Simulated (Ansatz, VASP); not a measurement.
BN in VASP and in Ansatz

```
B N
1.0
     2.55394    0.00000    0.00000
    -1.27697    2.21178    0.00000
     0.00000    0.00000    4.22685
B N
2 2
Direct
  0.66667 0.33333 0.99972
  0.33333 0.66667 0.49972
  0.66667 0.33333 0.62528
  0.33333 0.66667 0.12528
```

Alike in both runs: task single point; functional PBE; k mesh 3 × 3 × 1; occupations methfessel-paxton of order 1, width 0.63 eV; no spin polarisation.

|  | VASP | Ansatz |
| --- | --- | --- |
| version | VASP 6.6.1 | Ansatz 0.2.0 |
| potentials or method | VASP PAW PBE potentials, release 64 (B, N) | scalar-relativistic, plane waves, PAW |
| plane-wave cutoff (eV) | 600 | 420 |
| valence electrons in the cell | 16 | 16 |

```csv
,VASP,Ansatz,Ansatz less VASP
gap on the k mesh at the Fermi level (eV),5.13,5.14,+0.014
least direct gap on the mesh (eV),8.25,8.26,+0.012
pressure (GPa),4.3,4.3,-0.06
"traceless stress, the component that is largest in VASP (GPa)",-25.06,-25.30,-0.242
rms of the force components (eV/Å),0.719,0.754,+0.0354
```

Atom by atom the forces differ by 0.035 eV/Å (rms over components).

The k mesh is coarse, so the values compare programs but aren't converged.
